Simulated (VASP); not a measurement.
# AlN (R3m) in VASP: further runs

Runs on AlN. Level: r2SCAN. Tasks: single point.

All numbers are computed with VASP 6.6.1; they aren't measurements. Logs are shortened: lines on timing, memory, paths and dates and some standing lists are left out, and cuts for length are marked.

### Step 1. The cell of the first run

Symmetry: R3m, No. 160, trigonal system. The conventional cell has a = 3.089 Å, b = 3.089 Å, c = 7.566 Å, α = 90.00°, β = 90.00°, γ = 120.00°. Within 2.5 Å of Al (site symmetry 3m) lie 4 N at 1.86 to 1.99 Å. N (site symmetry 3m) has 4 Al at 1.86 to 1.99 Å within 2.5 Å.

### Step 2. Single point, r2SCAN (all Al atoms moved +0.100 Å, as atom 1 along Cartesian [1 1 1])

POSCAR

```
AlN
1.0
    0.0000000000      2.1839935596      2.1839935596
    2.1839935596      0.0000000000      2.1839935596
    2.1839935596      2.1839935596      0.0000000000
Al N
1 1
Direct
    0.0132177649      0.0132177649      0.0132177649
    0.7500000000      0.7500000000      0.7500000000
```

INCAR.step1

```
PREC     = Accurate       # precision mode
ENCUT    = 520            # plane-wave cutoff, eV
ISMEAR   = 0              # smearing method
SIGMA    = 0.05           # smearing width, eV
LREAL    = False          # projectors in reciprocal space
LASPH    = True           # aspherical terms in the spheres
NELM     = 100            # most SCF steps
NBANDS   = 11             # bands
GGA      = PE             # functional
ALGO     = Normal         # electronic algorithm
EDIFF    = 1E-4           # SCF threshold, eV
LWAVE    = True           # write WAVECAR
LCHARG   = False          # write CHGCAR
```

INCAR.step2

```
PREC     = Accurate       # precision mode
ENCUT    = 520            # plane-wave cutoff, eV
EDIFF    = 1E-6           # SCF threshold, eV
ISMEAR   = 0              # smearing method
SIGMA    = 0.05           # smearing width, eV
LREAL    = False          # projectors in reciprocal space
LASPH    = True           # aspherical terms in the spheres
NELM     = 100            # most SCF steps
ALGO     = Normal         # electronic algorithm
ISIF     = 2              # what is computed and relaxed
LWAVE    = False          # write WAVECAR
LCHARG   = False          # write CHGCAR
METAGGA  = R2SCAN         # meta-GGA
LMIXTAU  = True         
NBANDS   = 11             # bands
ISTART   = 1
```

KPOINTS

```
regular mesh
0
Gamma
  10 10 10
```

Potentials or basis: VASP PAW PBE potentials, release 64 (Al, N).

Command:

```bash
$ cat potpaw_PBE.64/Al/POTCAR potpaw_PBE.64/N/POTCAR > POTCAR
$ cp INCAR.step1 INCAR
$ mpirun -np 1 vasp_std > vasp.out
$ cp INCAR.step2 INCAR
$ mpirun -np 1 vasp_std > vasp.out
```

OUTCAR:

```text
PREC = Accurate
   ENCUT = 520
   EDIFF = 1E-6
   ISMEAR = 0
   LREAL = False
   LASPH = True
   NELM = 100
   ISIF = 2
   METAGGA = R2SCAN
   ISTART = 1

 ion  position               nearest neighbor table
   1  0.013  0.013  0.013-   2 1.86   2 1.86   2 1.86   2 1.99
   2  0.750  0.750  0.750-   1 1.86   1 1.86   1 1.86   1 1.99

  LATTYP: Found a face centered cubic cell.
 ALAT       =     4.3679871192

  Lattice vectors:

 A1 = (   0.0000000000,   2.1839935596,   2.1839935596)
 A2 = (   2.1839935596,   0.0000000000,   2.1839935596)
 A3 = (   2.1839935596,   2.1839935596,   0.0000000000)

Analysis of symmetry for initial positions (statically):
=====================================================================
 Subroutine PRICEL returns:
 Original cell was already a primitive cell.

 Routine SETGRP: Setting up the symmetry group for a
 face centered cubic supercell.

 Subroutine GETGRP returns: Found  6 space group operations
 (whereof  6 operations were pure point group operations)
 out of a pool of 48 trial point group operations.

The static configuration has the point symmetry C_3v.

Analysis of symmetry for dynamics (positions and initial velocities):
=====================================================================
 Subroutine PRICEL returns:
 Original cell was already a primitive cell.

 Routine SETGRP: Setting up the symmetry group for a
 face centered cubic supercell.

 Subroutine GETGRP returns: Found  6 space group operations
 (whereof  6 operations were pure point group operations)
 out of a pool of 48 trial point group operations.

The dynamic configuration has the point symmetry C_3v.

 Subroutine INISYM returns: Found  6 space group operations
 (whereof  6 operations are pure point group operations),
 and found     1 'primitive' translations

----------------------------------------------------------------------------------------

                                     Primitive cell

  volume of cell :      20.8345

  direct lattice vectors                    reciprocal lattice vectors
     0.000000000  2.183993560  2.183993560    -0.228938404  0.228938404  0.228938404
     2.183993560  0.000000000  2.183993560     0.228938404 -0.228938404  0.228938404
     2.183993560  2.183993560  0.000000000     0.228938404  0.228938404 -0.228938404

  length of vectors
     3.088633312  3.088633312  3.088633312     0.396532948  0.396532948  0.396532948

  position of ions in fractional coordinates (direct lattice)
     0.013217765  0.013217765  0.013217765
[... 81 lines left out ...]
   NSW    =      0    number of steps for IOM
   IBRION =     -1    ionic relax: 0-MD 1-quasi-New 2-CG
   NFREE  =      0    steps in history (QN), initial steepest desc. (CG)
   ISIF   =      2    stress and relaxation
   ISYM   =      2    0-nonsym 1-usesym 2-fastsym
   POTIM  = 0.5000    time-step for ionic-motion
   TEBEG  =    0.0;   TEEND  =   0.0 temperature during run
   PSTRESS=    0.0 pullay stress
   NELECT =       8.0000    total number of electrons
   NUPDOWN=      -1.0000    fix difference up-down
   EMIN   =  10.00;   EMAX   =-10.00  energy-range for DOS
   EFERMI =   0.00;   METHOD = LEGACY
   ISMEAR =     0;   SIGMA  =   0.05  broadening in eV -4-tet -1-fermi 0-gaus
   EFERMI_NEDOS =   21; number of points for ismear=-14 and -15
   IALGO  =     38    algorithm
   IMIX   =      4    mixing-type and parameters
     AMIX     =   0.40;   BMIX     =  1.00
     AMIX_MAG =   1.60;   BMIX_MAG =  1.00
  volume/ion in A,a.u.               =      10.42        70.30
  Fermi-wavevector in a.u.,A,eV,Ry     =   1.189899  2.248583 19.263943  1.415860
  Thomas-Fermi vector in A             =   2.325996
   LORBIT       =      0    0 simple, 1 ext, 2 COOP (PROOUT), +10 PAW based schemes
   METAGGA = R2SCAN    functional components
   LHFCALC =     F    Hartree Fock is set to
   AEXX    =    0.0000 exact exchange contribution
   IVDW    =     0    specifies the selected vdW correction
   LEPSILON=     F    determine dielectric tensor
   LRPA    =     F    only Hartree local field effects (RPA)
 non-spin polarized calculation
 Gauss-broadening in eV      SIGMA  =   0.05
  energy-cutoff  :      520.00
  volume of cell :       20.83
 maximum number of plane-waves:       571
   NGX = 11   NGY = 11   NGZ = 11

 number of electron       8.0000000 magnetization

 Free energy of the ion-electron system (eV)
  ---------------------------------------------------
  ext. energy  EPLUGINS =         0.00000000
  ---------------------------------------------------
  free energy    TOTEN  =       -19.11544859 eV

  energy without entropy =      -19.11544859  energy(sigma->0) =      -19.11544859

 E-fermi :   6.2325     XC(G=0): -11.4169

 val. band max:        6.0023835389   @ k =   0.0000   0.0000   0.0000
 cond. band min:       9.6267220185   @ k =   0.5000   0.5000   0.0000
 fundamental gap:      3.6243384796
 Fermi energy:         6.2325157042

 k-point     1 :       0.0000    0.0000    0.0000
  band No.  band energies     occupation
      1     -10.0517      2.00000
      2       5.5324      2.00000
      3       5.5324      2.00000
      4       6.0024      2.00000
      5      10.5616      0.00000
      6      19.1973      0.00000
      7      19.2285      0.00000
      8      19.2285      0.00000
      9      24.1973      0.00000
     10      24.1973      0.00000
     11      25.5039      0.00000
[... 309 lines left out ...]
 k-point    24 :       0.5000    0.4000    0.5000
  band No.  band energies     occupation
      1      -8.0130      2.00000
      2       0.1501      2.00000
      3       4.6079      2.00000
      4       4.9058      2.00000
      5      14.3620      0.00000
      6      15.4384      0.00000
      7      18.0277      0.00000
      8      18.4969      0.00000
      9      24.9330      0.00000
     10      26.2656      0.00000
     11      27.2321      0.00000

 [... further k-points ...]
[... 5 lines left out ...]
  --------------------------------------------------------------------------------------
  -------------------------------------------------------------------------------------
  Total        0.1286550      0.1286550      0.1286550     -0.3954544     -0.3954544     -0.3954544
  in kB        9.8935771      9.8935771      9.8935771    -30.4104574    -30.4104574    -30.4104574
  external PRESSURE =       9.8935771 kB  Pullay stress =       0.0000000 kB

 VOLUME and BASIS-vectors are now :
 -----------------------------------------------------------------------------
  energy-cutoff  :      520.00
  volume of cell :       20.83
      direct lattice vectors                 reciprocal lattice vectors
     0.000000000  2.183993560  2.183993560    -0.228938404  0.228938404  0.228938404
     2.183993560  0.000000000  2.183993560     0.228938404 -0.228938404  0.228938404
     2.183993560  2.183993560  0.000000000     0.228938404  0.228938404 -0.228938404

 POSITION                                       TOTAL-FORCE (eV/Angst)
 -----------------------------------------------------------------------------------
      0.05774      0.05774      0.05774        -0.686386     -0.686386     -0.686386
      3.27599      3.27599      3.27599         0.686386      0.686386      0.686386
 -----------------------------------------------------------------------------------
    total drift:                                0.004078      0.004078      0.004078

  FREE ENERGIE OF THE ION-ELECTRON SYSTEM (eV)
  ---------------------------------------------------
  free  energy   TOTEN  =       -19.1154485942 eV

  energy  without entropy=      -19.1154485942  energy(sigma->0) =      -19.11544859
```

OSZICAR.step1:

```text
N       E                     dE             d eps       ncg     rms          rms(c)
DAV:   1     0.111645255432E+02    0.11165E+02   -0.38544E+03  2608   0.605E+02
DAV:   2    -0.162723327236E+02   -0.27437E+02   -0.26276E+02  3063   0.138E+02
DAV:   3    -0.171825501924E+02   -0.91022E+00   -0.90919E+00  3115   0.238E+01
DAV:   4    -0.171874836419E+02   -0.49334E-02   -0.49331E-02  2900   0.191E+00
DAV:   5    -0.171875438601E+02   -0.60218E-04   -0.60218E-04  3068   0.203E-01    0.868E+00
DAV:   6    -0.147892973788E+02    0.23982E+01   -0.11998E+01  2984   0.174E+01    0.284E+00
DAV:   7    -0.147849289979E+02    0.43684E-02   -0.17455E-01  2858   0.327E+00    0.207E+00
DAV:   8    -0.147794021277E+02    0.55269E-02   -0.29207E-02  2831   0.160E+00    0.579E-01
DAV:   9    -0.147779450339E+02    0.14571E-02   -0.43116E-03  3044   0.391E-01    0.229E-01
DAV:  10    -0.147779906927E+02   -0.45659E-04   -0.40168E-04  2729   0.133E-01
   1 F= -.14777991E+02 E0= -.14777991E+02  d E =-.286165E-21
```

Wall time 56 s (1 thread of Intel Xeon Platinum 8375C at 2.90GHz (Ice Lake), shared host); peak memory 0.16 GiB.

Results:

| Item | Value |
| --- | --- |
| Free energy | -19.1154 eV |
| Pressure | 1.0 GPa |
| Largest force | 1.189 eV/Å |
| Band gap on the k mesh | 3.62 eV, indirect (least direct gap 4.56 eV) |

Forces on the atoms (eV/Å):
```
Al  -0.686 -0.686 -0.686
N    0.686  0.686  0.686
```

Stress tensor (GPa, compression positive):
```
 0.99 -3.04 -3.04
-3.04  0.99 -3.04
-3.04 -3.04  0.99
```

Caveat: the cell differs from its parent crystal (all Al atoms moved +0.100 Å, as atom 1 along Cartesian [1 1 1]); the PAW data sets were made with another functional, which shifts forces and pressure a little.

### Step 3. Single point, r2SCAN (all Al atoms moved -0.050 Å, as atom 1 along Cartesian [1 1 1])

POSCAR, as its differences from that of step 2:

```diff
@@ -8,3 +8,3 @@
 Direct
-    0.0132177649      0.0132177649      0.0132177649
+   -0.0066088825     -0.0066088825     -0.0066088825
     0.7500000000      0.7500000000      0.7500000000
```

INCAR.step1

```
SYSTEM = AlN
PREC = Accurate ; ENCUT = 520
ISMEAR = 0 ; SIGMA = 0.05
LREAL = .False. ; LASPH = .True.
NELM = 80 ; NBANDS = 11
GGA = PE ; ALGO = Normal
EDIFF = 1E-4 ; LWAVE = .True.
LCHARG = .False.
```

INCAR.step2

```
SYSTEM = AlN
PREC = Accurate ; ENCUT = 520
EDIFF = 1E-6 ; ISMEAR = 0
SIGMA = 0.05 ; LREAL = .False.
LASPH = .True. ; NELM = 80
ALGO = Normal ; ISIF = 2
LWAVE = .False. ; LCHARG = .False.
METAGGA = R2SCAN ; LMIXTAU = .True.
NBANDS = 11 ; ISTART = 1
```

KPOINTS

```
Automatic mesh
0
Gamma
  10 10 10
  0 0 0
```

Potentials or basis: VASP PAW PBE potentials, release 64 (Al, N).

Command:

```bash
$ cat potpaw_PBE.64/Al/POTCAR potpaw_PBE.64/N/POTCAR > POTCAR
$ cp INCAR.step1 INCAR
$ mpirun -np 1 vasp_std > vasp.out
$ cp INCAR.step2 INCAR
$ mpirun -np 1 vasp_std > vasp.out
```

Run time: 62 s. Hardware: 1 thread of Intel Xeon Platinum 8375C at 2.90GHz (Ice Lake), shared host; peak memory 0.15 GiB.

It converged, with:

| Quantity | Value |
| --- | --- |
| Free energy | -19.1595 eV |
| Pressure | 0.2 GPa |
| Largest force | 0.852 eV/Å |
| Band gap on the k mesh | 3.86 eV, indirect (least direct gap 4.81 eV) |

Forces on the atoms (eV/Å):
```
Al   0.492  0.492  0.492
N   -0.492 -0.492 -0.492
```

Stress tensor (GPa, compression positive):
```
0.23 2.23 2.23
2.23 0.23 2.23
2.23 2.23 0.23
```

Levels at points of the mesh, in eV from the valence-band top:
```csv
k point,band 1,band 2,band 3,band 4,band 5,band 6,band 7,band 8
"(0.00, 0.00, 0.00)",-15.82,-0.24,0.00,0.00,4.81,13.43,13.43,13.47
"(0.50, 0.00, 0.00)",-13.81,-5.95,-0.68,-0.50,8.14,10.76,11.79,11.94
"(0.50, 0.50, 0.50)",-13.80,-6.04,-0.49,-0.49,8.08,10.68,11.90,11.90
"(0.50, 0.50, 0.00)",-13.18,-5.03,-1.94,-1.83,3.86,9.39,15.11,16.87
```

Caveat: the cell differs from its parent crystal (all Al atoms moved -0.050 Å, as atom 1 along Cartesian [1 1 1]); the PAW data sets were made with another functional, which shifts forces and pressure a little. A k mesh can miss the band edges.
